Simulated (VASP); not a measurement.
Set up this calculation in VASP 6.6.1, as the native input.

- Task: single point
- Functional: PBE
- Potentials or basis: VASP PAW PBE potentials, release 64 (Si)
- Cutoff: 500 eV
- k mesh: 10 × 10 × 10
- Occupations: gaussian, width 0.02 eV
- Spin: no spin polarisation
- Dipole correction: no
- Further INCAR settings: ALGO = Normal; EDIFF = 1e-06; NBANDS = 11

The structure of Si lies in POSCAR:

```
Si
1.0
    0.0000000000      2.6790096335      2.6790096335
    2.6790096335      0.0000000000      2.6790096335
    2.6790096335      2.6790096335      0.0000000000
Si
2
Direct
    0.7500000000      0.7500000000      0.7500000000
    0.5000000000      0.5000000000      0.5000000000
```

This cell differs from its parent crystal: volume scaled by 0.94.

One way to write it, as run:

INCAR

```
SYSTEM = Si
ALGO = Normal ; EDIFF = 1E-6
ENCUT = 500 ; GGA = PE
GGA_COMPAT = .FALSE. ; ISIF = 2
ISMEAR = 0 ; LASPH = .TRUE.
LCHARG = .FALSE. ; LREAL = .FALSE.
LWAVE = .FALSE. ; NBANDS = 11
NELM = 120 ; PREC = Accurate
SIGMA = 0.02
```

KPOINTS

```
k-points
0
G
  10 10 10
  0 0 0
```

Potentials or basis: VASP PAW PBE potentials, release 64 (Si).

Command:

```sh
$ cat potpaw_PBE.64/Si/POTCAR > POTCAR
$ mpirun -np 1 vasp_std > vasp.out
```

It gave:

```
Pressure               : 6.2 GPa
Band gap on the k mesh : 0.51 eV, indirect (least direct gap 2.58 eV)
```

Run time: 20 s on 1 thread of Intel Xeon 8259CL (shared host), peak memory 0.15 GiB.
